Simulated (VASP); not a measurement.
ZnS3, 4 atoms in the cell. Symmetry: Pm-3m, No. 221, cubic system. Conventional cell: a = 4.226 Å, b = 4.226 Å, c = 4.226 Å, α = 90.00°, β = 90.00°, γ = 90.00°. Zn (site symmetry m-3m) has 12 S at 2.99 Å within 3.9 Å. Within 3.9 Å of S (site symmetry 4/mmm) lie 4 Zn at 2.99 Å and 8 S at 2.99 Å. 

| Property | Result |
| --- | --- |
| Program | VASP 6.6.1 |
| Task | single point |
| Functional | PBE |
| Potentials or basis | VASP PAW PBE potentials, release 64 (Zn, S) |
| Cutoff | 520 eV |
| k mesh | 4 × 4 × 4 |
| Occupations | gaussian, width 0.1 eV |
| Spin | no spin polarisation |
| Dipole correction | no |
| Further INCAR settings | ALGO = Normal; EDIFF = 1e-06; NBANDS = 23 |

Potentials or basis: VASP PAW PBE potentials, release 64 (Zn, S).

Run with:

```bash
$ cat potpaw_PBE.64/Zn/POTCAR potpaw_PBE.64/S/POTCAR > POTCAR
$ mpirun -np 1 vasp_std > vasp.out
```

Hardware: 1 thread of Intel(R) Xeon(R) 6975P-C (Granite Rapids) (shared host).

Q: How long does it take, and how much memory?

A: Run time: 5.7 s on 1 thread of Intel(R) Xeon(R) 6975P-C (Granite Rapids), with other jobs on the host, peak memory 0.17 GiB. Counts: scf iterations 12, k points 10.
